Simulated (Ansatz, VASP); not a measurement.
## KPt in VASP and in Ansatz

```xyz
2
Lattice="3.0008 0.0000 0.0000 -1.5004 2.5988 0.0000 0.0000 0.0000 5.3456" Properties=species:S:1:pos:R:3 pbc="T T T"
K     0.0000    1.7325    2.6728
Pt    0.0000    0.0000    0.0000
```

Alike in both runs: task single point; functional PBEsol; k mesh 9 × 9 × 4; occupations gaussian, width 0.1 eV; no spin polarisation.

```csv
,VASP,Ansatz
version,VASP 6.6.1,Ansatz 0.2.0
potentials or method,"VASP PAW PBE potentials, release 64 (K_sv, Pt), cutoff 520 eV","scalar-relativistic, plane waves, PAW"
valence electrons in the cell,19,27
```

VASP gave:

| Quantity | Value |
| --- | --- |
| gap on the k mesh at the Fermi level (eV) | none |
| pressure (GPa) | -4.0 |
| traceless stress, the component that is largest in VASP (GPa) | 1.30 |

Question: Estimate Ansatz's values.

Answer: gap on the k mesh at the Fermi level (eV): none; pressure (GPa): -4.2; traceless stress, the component that is largest in VASP (GPa): 1.30.

VASP's potentials were made for PBE, not for PBEsol. A gap of «none» marks a metal or a gap that the smearing closes. The functional is the same, so the differences come from potentials, cutoffs and numerics. VASP's potentials hold 19 valence electrons a cell and Ansatz's 27, so a difference there can come from the potentials and not from the codes.

Neither program's run includes spin-orbit coupling.
